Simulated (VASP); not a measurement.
Input of a VASP 6.6.1 run:

File INCAR:

```
SYSTEM = Ti
AGGAC = 1.0 ; AGGAX = 1.0
ALDAC = 0.0 ; ALDAX = 1.0
ALGO = Normal ; EDIFF = 1E-6
ENCUT = 520 ; GGA = B5
ISIF = 2 ; ISMEAR = -1
LASPH = .True. ; LCHARG = .False.
LREAL = .False. ; LWAVE = .False.
NBANDS = 12 ; NELM = 100
PREC = Accurate ; SIGMA = 0.05
```

The input KPOINTS:

```
k-points
0
Gamma
  11 11 11
  0 0 0
```

Contents of POSCAR:

```
Ti
1.0
   -1.6392432968      1.6392432968      1.6392432968
    1.6392432968     -1.6392432968      1.6392432968
    1.6392432968      1.6392432968     -1.6392432968
Ti
1
Direct
    0.0000000000      0.0000000000      0.0000000000
```

Potentials or basis: VASP PAW PBE potentials, release 64 (Ti_sv).

Launch:

```sh
$ cat potpaw_PBE.64/Ti_sv/POTCAR > POTCAR
$ mpirun -np 1 vasp_std > vasp.out
```

Q: Predict the pressure.

A: 0.0 GPa.

Q: What does it give for the band gap on the k mesh?

A: Zero (band 6 reaches 9.34 eV, above the bottom of band 7 at 7.81 eV).

Caveat: the PAW data sets were made with another functional, which shifts forces and pressure a little.
